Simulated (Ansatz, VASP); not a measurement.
One calculation of ScCu, two programs

File INCAR:

```
ALGO = Normal ; EDIFF = 1E-8
ENCUT = 520 ; ISIF = 2
ISMEAR = -1 ; LASPH = True
LCHARG = False ; LEFG = True
LREAL = False ; LWAVE = False
NBANDS = 18 ; NELM = 80
PREC = Accurate ; SIGMA = 0.05
```

File KPOINTS:

```
k-points
0
Gamma
  11 11 11
```

File POSCAR:

```
ScCu
1.0
    3.2560000000      0.0325600000      0.0325600000
    0.0325600000      3.2560000000      0.0325600000
    0.0325600000      0.0325600000      3.2560000000
Sc Cu
1 1
Direct
    0.5000000000      0.5000000000      0.5000000000
    0.0000000000      0.0000000000      0.0000000000
```

Input for Ansatz:

```yaml
crystal:
  lattice:
    - [3.256, 0.03256, 0.03256]
    - [0.03256, 3.256, 0.03256]
    - [0.03256, 0.03256, 3.256]
  atoms:
    - { symbol: Sc, position: [0.5, 0.5, 0.5] }
    - { symbol: Cu, position: [0.0, 0.0, 0.0] }
kpoints:
  mp_grid: { grid: [11, 11, 11] }
scf:
  occupations: { method: fermi_dirac, width: 0.05 }
hamiltonian:
  xc: lda
  pseudopotentials: { kind: paw }
output:
  forces: true
  stress: true
  eigenvalues: true
  efg: { contact_densities: true }
```

Change from the starting cell: equal xy, yz and zx shear strains of +2 %, PAW files.

Alike in both runs: task electric field gradients; functional LDA; k mesh 11 × 11 × 11; occupations fermi-dirac, width 0.05 eV; no spin polarisation.

|  | VASP | Ansatz |
| --- | --- | --- |
| version | VASP 6.6.1 | Ansatz 0.2.0 |
| potentials or method | VASP PAW LDA potentials, release 64 (Sc_sv, Cu) | PAW with Ansatz's default frozen-core files, scalar-relativistic |
| plane-wave cutoff (eV) | 520 | 420 |
| valence electrons in the cell | 22 | 30 |

```csv
,VASP,Ansatz,Ansatz less VASP
pressure (GPa),-7.1,-7.5,-0.47
"traceless stress, the component that is largest in VASP (GPa)",-0.77,-0.76,+0.003
size of Vzz on the site where it differs most (V/Å²),5.7,7.3,+1.64
```

LDA's correlation is that of Perdew and Zunger in VASP and of Perdew and Wang (1992) in Ansatz. VASP's potentials hold 22 valence electrons a cell and Ansatz's 30, so a difference there can come from the potentials and not from the codes.
